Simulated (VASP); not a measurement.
# C (Fd-3m) in VASP: notebook

The runs below take C through single point, with PBE.

Everything below comes from runs of VASP 6.6.1. Logs are shortened: lines on timing, memory, paths and dates and some standing lists are left out, and cuts for length are marked.

## (1) The cell of the first run

Symmetry: Fd-3m, No. 227, cubic system. Conventional cell: a = 3.499 Å, b = 3.499 Å, c = 3.499 Å, α = 90.00°, β = 90.00°, γ = 90.00°. Within 2.0 Å of C (site symmetry -43m) lie 4 C at 1.52 Å.

## (2) Single point, PBE

Contents of INCAR:

```
ALGO = Normal ; EDIFF = 1E-6
ENCUT = 520 ; GGA = PE
ISIF = 2 ; ISMEAR = -1
LASPH = True ; LCHARG = False
LREAL = False ; LWAVE = False
NBANDS = 11 ; NELM = 80
PREC = Accurate ; SIGMA = 0.06122561905347299
```

Contents of KPOINTS:

```
k-points
0
Gamma
  52 52 52
```

Contents of POSCAR:

```
C
1.0
    0.0000000000      1.7496114966      1.7496114966
    1.7496114966      0.0000000000      1.7496114966
    1.7496114966      1.7496114966      0.0000000000
C
2
Direct
    0.0000000000      0.0000000000      0.0000000000
    0.2500000000      0.2500000000      0.2500000000
```

Potentials or basis: VASP PAW PBE potentials, release 64 (C).

The run is started by

```sh
$ cat potpaw_PBE.64/C/POTCAR > POTCAR
$ mpirun -np 1 vasp_std > vasp.out
```

OUTCAR:

```text
EDIFF = 1E-6
   ENCUT = 520
   GGA = PE
   ISIF = 2
   ISMEAR = -1
   LASPH = True
   LREAL = False
   NELM = 80
   PREC = Accurate

 ion  position               nearest neighbor table
   1  0.000  0.000  0.000-   2 1.52   2 1.52   2 1.52   2 1.52
   2  0.250  0.250  0.250-   1 1.52   1 1.52   1 1.52   1 1.52

  LATTYP: Found a face centered cubic cell.
 ALAT       =     3.4992229932

  Lattice vectors:

 A1 = (   0.0000000000,   1.7496114966,   1.7496114966)
 A2 = (   1.7496114966,   0.0000000000,   1.7496114966)
 A3 = (   1.7496114966,   1.7496114966,   0.0000000000)

Analysis of symmetry for initial positions (statically):
=====================================================================
 Subroutine PRICEL returns:
 Original cell was already a primitive cell.

 Routine SETGRP: Setting up the symmetry group for a
 face centered cubic supercell.

 Subroutine GETGRP returns: Found 48 space group operations
 (whereof 24 operations were pure point group operations)
 out of a pool of 48 trial point group operations.

The static configuration has the point symmetry T_d .
 The point group associated with its full space group is O_h .

Analysis of symmetry for dynamics (positions and initial velocities):
=====================================================================
 Subroutine PRICEL returns:
 Original cell was already a primitive cell.

 Routine SETGRP: Setting up the symmetry group for a
 face centered cubic supercell.

 Subroutine GETGRP returns: Found 48 space group operations
 (whereof 24 operations were pure point group operations)
 out of a pool of 48 trial point group operations.

The dynamic configuration has the point symmetry T_d .
 The point group associated with its full space group is O_h .

 Subroutine INISYM returns: Found 48 space group operations
 (whereof 24 operations are pure point group operations),
 and found     1 'primitive' translations

----------------------------------------------------------------------------------------

                                     Primitive cell

  volume of cell :      10.7116

  direct lattice vectors                    reciprocal lattice vectors
     0.000000000  1.749611497  1.749611497    -0.285777729  0.285777729  0.285777729
     1.749611497  0.000000000  1.749611497     0.285777729 -0.285777729  0.285777729
     1.749611497  1.749611497  0.000000000     0.285777729  0.285777729 -0.285777729

  length of vectors
     2.474324307  2.474324307  2.474324307     0.494981546  0.494981546  0.494981546

  position of ions in fractional coordinates (direct lattice)
     0.000000000  0.000000000  0.000000000
     0.250000000  0.250000000  0.250000000

  ion indices of the primitive-cell ions
   primitive index   ion index
                 1           1
                 2           2

----------------------------------------------------------------------------------------

 KPOINTS: k-points

Automatic generation of k-mesh.
 Grid dimensions read from file:
 generate k-points for:   52   52   52

 Generating k-lattice:

  Cartesian coordinates                     Fractional coordinates (reciprocal lattice)
    -0.005495726  0.005495726  0.005495726     0.019230769  0.000000000  0.000000000
     0.005495726 -0.005495726  0.005495726     0.000000000  0.019230769  0.000000000
     0.005495726  0.005495726 -0.005495726     0.000000000  0.000000000  0.019230769

  Length of vectors
     0.009518876  0.009518876  0.009518876

  Shift w.r.t. Gamma in fractional coordinates (k-lattice)
     0.000000000  0.000000000  0.000000000

 Subroutine IBZKPT returns following result:
 ===========================================

 Found   3472 irreducible k-points:

 Following reciprocal coordinates:
            Coordinates               Weight
  0.000000  0.000000  0.000000      1.000000
  0.019231  0.000000  0.000000      8.000000
  0.038462  0.000000  0.000000      8.000000
  0.057692  0.000000  0.000000      8.000000
  0.076923  0.000000  0.000000      8.000000
  0.096154  0.000000  0.000000      8.000000
[... 16 lines left out ...]
  0.423077  0.000000  0.000000      8.000000
  0.442308  0.000000  0.000000      8.000000
 [... further k-points ...]
   k-points           NKPTS =   3472   k-points in BZ     NKDIM =   3472   number of bands    NBANDS=     11
   number of dos      NEDOS =    301   number of ions     NIONS =      2
   total plane-waves  NPLWV =   5832
   dimension x,y,z NGX =    18 NGY =   18 NGZ =   18
   dimension x,y,z NGXF=    36 NGYF=   36 NGZF=   36
   ions per type =               2
   NGX,Y,Z   is equivalent  to a cutoff of  12.09, 12.09, 12.09 a.u.
   NGXF,Y,Z  is equivalent  to a cutoff of  24.19, 24.19, 24.19 a.u.
 SYSTEM =  unknown system
   PREC   = accura    normal or accurate (medium, high low for compatibility)
   ISTART =      0    job   : 0-new  1-cont  2-samecut
   ICHARG =      2    charge: 1-file 2-atom 10-const
   ISPIN  =      1    spin polarized calculation?
   LNONCOLLINEAR =      F non collinear calculations
   LSORBIT =      F    spin-orbit coupling
   LASPH  =      T    aspherical Exc in radial PAW
   ENCUT  =  520.0 eV  38.22 Ry    6.18 a.u.   4.60  4.60  4.60*2*pi/ulx,y,z
   NELM   =     80;   NELMIN=  2; NELMDL= -5     # of ELM steps
   EDIFF  = 0.1E-05   stopping-criterion for ELM
   LREAL  =      F    real-space projection
   EDIFFG = 0.1E-04   stopping-criterion for IOM
   NSW    =      0    number of steps for IOM
   IBRION =     -1    ionic relax: 0-MD 1-quasi-New 2-CG
   NFREE  =      0    steps in history (QN), initial steepest desc. (CG)
   ISIF   =      2    stress and relaxation
   ISYM   =      2    0-nonsym 1-usesym 2-fastsym
   POTIM  = 0.5000    time-step for ionic-motion
   TEBEG  =    0.0;   TEEND  =   0.0 temperature during run
   PSTRESS=    0.0 pullay stress
   NELECT =       8.0000    total number of electrons
   NUPDOWN=      -1.0000    fix difference up-down
   EMIN   =  10.00;   EMAX   =-10.00  energy-range for DOS
   EFERMI =   0.00;   METHOD = LEGACY
   ISMEAR =    -1;   SIGMA  =   0.06  broadening in eV -4-tet -1-fermi 0-gaus
   EFERMI_NEDOS =   21; number of points for ismear=-14 and -15
   IALGO  =     38    algorithm
   IMIX   =      4    mixing-type and parameters
     AMIX     =   0.40;   BMIX     =  1.00
     AMIX_MAG =   1.60;   BMIX_MAG =  1.00
  volume/ion in A,a.u.               =       5.36        36.14
  Fermi-wavevector in a.u.,A,eV,Ry     =   1.485319  2.806847 30.016818  2.206174
  Thomas-Fermi vector in A             =   2.598746
   LORBIT       =      0    0 simple, 1 ext, 2 COOP (PROOUT), +10 PAW based schemes
   GGA     = PE    functional components
[... 5 lines left out ...]
 non-spin polarized calculation
  energy-cutoff  :      520.00
  volume of cell :       10.71
 maximum number of plane-waves:       303
   NGX =  9   NGY =  9   NGZ =  9

 number of electron       8.0000001 magnetization

 Free energy of the ion-electron system (eV)
  ---------------------------------------------------
  ext. energy  EPLUGINS =         0.00000000
  ---------------------------------------------------
  free energy    TOTEN  =       -18.12135392 eV

  energy without entropy =      -18.12135392  energy(sigma->0) =      -18.12135392

 E-fermi :  11.7431     XC(G=0): -13.5407

 val. band max:       10.5774122923   @ k =   0.0000   0.0000   0.0000
 cond. band min:      14.8338773043   @ k =   0.3654   0.3654   0.0000
 fundamental gap:      4.2564650120
 Fermi energy:        11.7431459023

 k-point     1 :       0.0000    0.0000    0.0000
  band No.  band energies     occupation
      1     -11.6860      2.00000
      2      10.5774      2.00000
      3      10.5774      2.00000
      4      10.5774      2.00000
      5      16.3260      0.00000
      6      16.3260      0.00000
      7      16.3260      0.00000
      8      25.2486      0.00000
      9      30.6232      0.00000
     10      37.7516      0.00000
     11      37.7516      0.00000

 k-point     2 :       0.0192    0.0000    0.0000
  band No.  band energies     occupation
      1     -11.6754      2.00000
      2      10.4977      2.00000
      3      10.5572      2.00000
      4      10.5572      2.00000
      5      16.3523      0.00000
      6      16.3523      0.00000
      7      16.3787      0.00000
      8      25.2550      0.00000
      9      30.6419      0.00000
     10      37.3978      0.00000
     11      37.3978      0.00000

 k-point     3 :       0.0385    0.0000    0.0000
  band No.  band energies     occupation
      1     -11.6434      2.00000
      2      10.2684      2.00000
      3      10.4980      2.00000
      4      10.4981      2.00000
      5      16.4295      0.00000
      6      16.4295      0.00000
      7      16.5271      0.00000
      8      25.2743      0.00000
      9      30.6970      0.00000
     10      36.8155      0.00000
     11      36.8155      0.00000

 k-point     4 :       0.0577    0.0000    0.0000
  band No.  band energies     occupation
      1     -11.5902      2.00000
      2       9.9135      2.00000
      3      10.4039      2.00000
      4      10.4039      2.00000
      5      16.5528      0.00000
      6      16.5528      0.00000
      7      16.7484      0.00000
      8      25.3063      0.00000
      9      30.7860      0.00000
     10      36.2346      0.00000
     11      36.2346      0.00000
[... 239 lines left out ...]
 k-point    22 :       0.4038    0.0000    0.0000
  band No.  band energies     occupation
      1      -7.1463      2.00000
      2      -1.4378      2.00000
      3       7.7953      2.00000
      4       7.7953      2.00000
      5      19.2548      0.00000
      6      19.2548      0.00000
      7      20.0914      0.00000
      8      26.7361      0.00000
      9      32.8115      0.00000
     10      35.8771      0.00000
     11      35.8771      0.00000

 k-point    23 :       0.4231    0.0000    0.0000
  band No.  band energies     occupation
      1      -6.7436      2.00000
      2      -1.9968      2.00000
      3       7.7346      2.00000
      4       7.7346      2.00000
      5      19.2662      0.00000
      6      19.2662      0.00000
      7      20.1374      0.00000
      8      26.7612      0.00000
      9      32.9548      0.00000
     10      36.2750      0.00000
     11      36.3114      0.00000

 k-point    24 :       0.4423    0.0000    0.0000
  band No.  band energies     occupation
      1      -6.3463      2.00000
      2      -2.5159      2.00000
      3       7.6873      2.00000
      4       7.6873      2.00000
      5      19.2723      0.00000
      6      19.2723      0.00000
      7      20.1728      0.00000
      8      26.7789      0.00000
      9      33.0937      0.00000
     10      36.1247      0.00000
     11      36.7110      0.00000

 [... further k-points ...]
[... 5 lines left out ...]
  --------------------------------------------------------------------------------------
  -------------------------------------------------------------------------------------
  Total        2.0516492      2.0516492      2.0516492      0.0000000      0.0000000      0.0000000
  in kB      306.8730966    306.8730966    306.8730966      0.0000000      0.0000000      0.0000000
  external PRESSURE =     306.8730966 kB  Pullay stress =       0.0000000 kB

 VOLUME and BASIS-vectors are now :
 -----------------------------------------------------------------------------
  energy-cutoff  :      520.00
  volume of cell :       10.71
      direct lattice vectors                 reciprocal lattice vectors
     0.000000000  1.749611497  1.749611497    -0.285777729  0.285777729  0.285777729
     1.749611497  0.000000000  1.749611497     0.285777729 -0.285777729  0.285777729
     1.749611497  1.749611497  0.000000000     0.285777729  0.285777729 -0.285777729

 POSITION                                       TOTAL-FORCE (eV/Angst)
 -----------------------------------------------------------------------------------
      0.00000      0.00000      0.00000        -0.000000     -0.000000     -0.000000
      0.87481      0.87481      0.87481         0.000000      0.000000      0.000000
 -----------------------------------------------------------------------------------
    total drift:                               -0.000000     -0.000000     -0.000000

  FREE ENERGIE OF THE ION-ELECTRON SYSTEM (eV)
  ---------------------------------------------------
  free  energy   TOTEN  =       -18.1213539189 eV

  energy  without entropy=      -18.1213539188  energy(sigma->0) =      -18.12135392
```

Wall time 2.9 min (1 thread of Intel Xeon Platinum 8488C (Sapphire Rapids), shared host); peak memory 0.41 GiB.

What came out:

```yaml
Free_energy: -18.1214 eV
Pressure: 30.7 GPa
Band_gap_on_the_k_mesh: 4.26 eV, indirect (least direct gap 5.75 eV)
```

A k mesh can miss the band edges. A hybrid or GW would open this gap; PBE tends to underestimate it.

## (3) Single point, PBE

This run uses another cell than the first one, of 5.47 Å³/atom, 1.021 times its volume.

Contents of INCAR:

```
SYSTEM = C
PREC = Accurate
ENCUT = 520
EDIFF = 1E-7
ISMEAR = -1
SIGMA = 0.06122561905347299
LREAL = .FALSE.
LASPH = .TRUE.
NELM = 60
ALGO = Normal
ISIF = 2
LWAVE = .FALSE.
LCHARG = .TRUE.
GGA = PE
LELF = .TRUE.
LVHAR = .TRUE.
NBANDS = 11
```

Contents of KPOINTS:

```
Automatic mesh
0
G
  52 52 52
  0 0 0
```

Contents of POSCAR:

```
C
1.0
    0.0000000000      1.7619331103      1.7619331103
    1.7619331103      0.0000000000      1.7619331103
    1.7619331103      1.7619331103      0.0000000000
C
2
Direct
    0.0000000000      0.0000000000      0.0000000000
    0.2500000000      0.2500000000      0.2500000000
```

Potentials or basis: VASP PAW PBE potentials, release 64 (C).

The run is started by

```sh
$ cat potpaw_PBE.64/C/POTCAR > POTCAR
$ mpirun -np 1 vasp_std > vasp.out
```

Wall time 4.6 min (1 thread of Intel Xeon Platinum 8488C (Sapphire Rapids), shared host); peak memory 0.42 GiB.

It converged, with:

| Quantity | Value |
| --- | --- |
| Free energy | -18.1574 eV |
| Pressure | 19.7 GPa |
| Band gap on the k mesh | 4.21 eV, indirect (least direct gap 5.69 eV) |

Levels at points of the mesh, in eV from the valence-band top:
| k point | band 2 | band 3 | band 4 | band 5 | band 6 | band 7 |
| --- | --- | --- | --- | --- | --- | --- |
| (0.00, 0.00, 0.00) | 0.00 | 0.00 | 0.00 | 5.69 | 5.69 | 5.69 |
| (0.50, 0.00, 0.00) | -13.78 | -2.89 | -2.89 | 8.61 | 8.61 | 9.35 |
| (0.50, 0.50, 0.00) | -13.02 | -6.52 | -6.52 | 4.83 | 4.83 | 17.37 |
